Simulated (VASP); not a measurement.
Here is a VASP 6.6.1 calculation.

POSCAR

```
SnC3
1.0
    1.5669476273      0.9046776344      5.1713512526
   -1.5669476273      0.9046776344      5.1713512526
    0.0000000000     -1.8093552688      5.1713512526
C Sn
3 1
Direct
    1.0142625338      0.0142625338      0.0142625338
    0.4775486066      0.4775486066      0.4775486066
    0.3833323660      0.3833323660      0.3833323660
    0.8748564936      0.8748564936      0.8748564936
```

The input INCAR.step1:

```
PREC = Accurate
ENCUT = 520
ISMEAR = -1
SIGMA = 0.02
LREAL = False
LASPH = True
NELM = 100
NBANDS = 21
GGA = PE
ALGO = Normal
EDIFF = 1E-4
LWAVE = True
LCHARG = False
```

The input INCAR.step2:

```
PREC = Accurate
ENCUT = 520
EDIFF = 1E-6
ISMEAR = -1
SIGMA = 0.02
LREAL = False
LASPH = True
NELM = 100
ALGO = Normal
ISIF = 2
LWAVE = False
LCHARG = True
METAGGA = R2SCAN
LMIXTAU = True
LELF = True
LVHAR = True
NBANDS = 21
ISTART = 1
```

Contents of KPOINTS:

```
Automatic mesh
0
Gamma
  8 8 8
```

Potentials or basis: VASP PAW PBE potentials, release 64 (C, Sn_d).

The run is started by

```console
$ cat potpaw_PBE.64/C/POTCAR potpaw_PBE.64/Sn_d/POTCAR > POTCAR
$ cp INCAR.step1 INCAR
$ mpirun -np 1 vasp_std > vasp.out
$ cp INCAR.step2 INCAR
$ mpirun -np 1 vasp_std > vasp.out
```

(1) What does it give for the largest force?

(2) What does it give for the band gap on the k mesh?

(3) Predict the pressure.

Answers

(1) 0.054 eV/Å.

(2) zero (band 13 reaches 9.30 eV, above the bottom of band 14 at 9.29 eV).

(3) 0.4 GPa.

Caveat: the PAW data sets were made with another functional, which shifts forces and pressure a little; spin-orbit coupling is left out, which moves the levels of the heavy elements.
